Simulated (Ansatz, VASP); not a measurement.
This is a calculation of Te for Ansatz 0.2.0.

input.yaml

```yaml
crystal:
  lattice:
    - [4.3630765282, 0.0, 0.0]
    - [-2.1815382641, 3.7785351121, 0.0]
    - [0.0, 0.0, 5.803068108]
  atoms:
    - { symbol: Te, position: [0.731, 0.731, 0.0] }
    - { symbol: Te, position: [0.0, 0.269, 0.6666666667] }
    - { symbol: Te, position: [0.269, 0.0, 0.3333333333] }
hamiltonian:
  xc: pbe
  pseudopotentials: { kind: paw, azcp: { folder: soft_1 } }
kpoints:
  mp_grid: { grid: [7, 7, 5] }
scf:
  occupations: { method: fermi_dirac, width: 0.05 }
output:
  forces: true
  stress: true
  eigenvalues: true
```

Potentials or basis: Ansatz PAW soft_1.

Run with:

```sh
$ ansatz run input.yaml --threads 1 --pin off --max-ram 3584MiB --backend cpu --events-out ev --progress --plain --runs-dir out
```

Question: Translate it to VASP 6.6.1. Potentials there: VASP PAW PBE potentials, release 64 (Te).

Answer: As run (the cutoff follows the program's own potentials):

INCAR

```
PREC     = Accurate       # precision mode
ENCUT    = 520            # plane-wave cutoff, eV
EDIFF    = 1E-7           # SCF threshold, eV
ISMEAR   = -1             # smearing method
SIGMA    = 0.05           # smearing width, eV
LREAL    = F              # projectors in reciprocal space
LASPH    = T              # aspherical terms in the spheres
NELM     = 100            # most SCF steps
ALGO     = Normal         # electronic algorithm
ISIF     = 2              # what is computed and relaxed
LWAVE    = F              # write WAVECAR
LCHARG   = T              # write CHGCAR
GGA      = PE             # functional
LELF     = T              # ELF
LVHAR    = T            
NBANDS   = 16             # bands
```

The input KPOINTS:

```
Automatic mesh
0
Gamma
  7 7 5
```

The input POSCAR:

```
Te
1.0
    4.3630765282      0.0000000000      0.0000000000
   -2.1815382641      3.7785351121      0.0000000000
    0.0000000000      0.0000000000      5.8030681080
Te
3
Direct
    0.7310000000      0.7310000000      0.0000000000
    0.0000000000      0.2690000000      0.6666666667
    0.2690000000      0.0000000000      0.3333333333
```

Potentials or basis: VASP PAW PBE potentials, release 64 (Te).

Run with:

```console
$ cat potpaw_PBE.64/Te/POTCAR > POTCAR
$ mpirun -np 1 vasp_std > vasp.out
```

Both were run:

|  | VASP | Ansatz | Ansatz less VASP |
| --- | --- | --- | --- |
| gap on the k mesh at the Fermi level (eV) | 0.61 | 0.61 | +0.004 |
| least direct gap on the mesh (eV) | 0.82 | 0.84 | +0.014 |
| pressure (GPa) | 5.1 | 5.1 | -0.02 |
| traceless stress, the component that is largest in VASP (GPa) | 1.34 | 1.31 | -0.030 |
| rms of the force components (eV/Å) | 0.300 | 0.290 | -0.0100 |

Atom by atom the forces differ by 0.010 eV/Å (rms over components). VASP's potentials hold 18 valence electrons a cell and Ansatz's 48, so a difference there can come from the potentials and not from the codes.

Spin-orbit coupling is off throughout. Noted on Ansatz's run: odd divisions of the mesh miss points on the zone boundary, where band edges often lie, so the gap on the mesh can be too wide.
